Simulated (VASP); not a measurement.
Si4Mo2N: single point with PBE

Si4Mo2N, a slab with vacuum:

```xyz
7
Lattice="3.2170 0.0000 0.0000 0.0000 3.2170 0.0000 0.0000 0.0000 21.8788" Properties=species:S:1:pos:R:3 pbc="T T T"
Si    0.0000    0.0000    4.0000
Si    0.0000    0.0000    6.5966
Si    1.6085    1.6085    7.8625
Si    1.6085    1.6085   10.3788
Mo    1.6085    1.6085    5.2983
Mo    0.0000    0.0000    9.1735
N     2.4127    2.8149   11.1774
```

```json
{"Program": "VASP 6.6.1", "Task": "single point", "Functional": "PBE", "Potentials or basis": "VASP PAW PBE potentials, release 64 (Si, Mo_sv, N)", "Cutoff": "520 eV", "k mesh": "8 × 8 × 1", "Occupations": "gaussian, width 0.1 eV", "Spin": "no spin polarisation", "Dipole correction": "yes", "Further INCAR settings": "ALGO = Normal; EDIFF = 1e-06; NBANDS = 34"}
```

The largest force is 3.204 eV/Å and the band gap on the k mesh is zero (an odd number of electrons rules out a gap without spin polarisation).

Forces on the atoms (eV/Å):
```
Si  -0.001  0.019  0.689
Si  -0.004  0.026 -0.587
Si  -0.089 -0.023 -0.335
Si  -0.553 -2.836  1.386
Mo   0.079 -0.013 -0.483
Mo   0.826 -0.039 -0.712
N   -0.258  2.867  0.042
```

Levels at points of the mesh, in eV from the Fermi level:
| k point | band 21 | band 22 | band 23 | band 24 | band 25 | band 26 | band 27 | band 28 |
| --- | --- | --- | --- | --- | --- | --- | --- | --- |
| (0.00, 0.00, 0.00) | -1.20 | -0.86 | -0.28 | 0.15 | 0.41 | 0.72 | 1.03 | 1.26 |
| (0.50, 0.00, 0.00) | -1.77 | -1.72 | -0.33 | -0.19 | -0.11 | -0.05 | 2.05 | 2.45 |
| (0.00, 0.50, 0.00) | -1.72 | -1.36 | -0.79 | -0.37 | -0.16 | 0.02 | 2.24 | 2.44 |
| (0.50, 0.50, 0.00) | -1.97 | -1.67 | -1.56 | -1.09 | 0.75 | 1.30 | 2.24 | 2.54 |

Run time: 5 min on 1 thread of Intel(R) Xeon(R) Platinum 8488C (Sapphire Rapids), with other jobs on the host, peak memory 0.44 GiB.
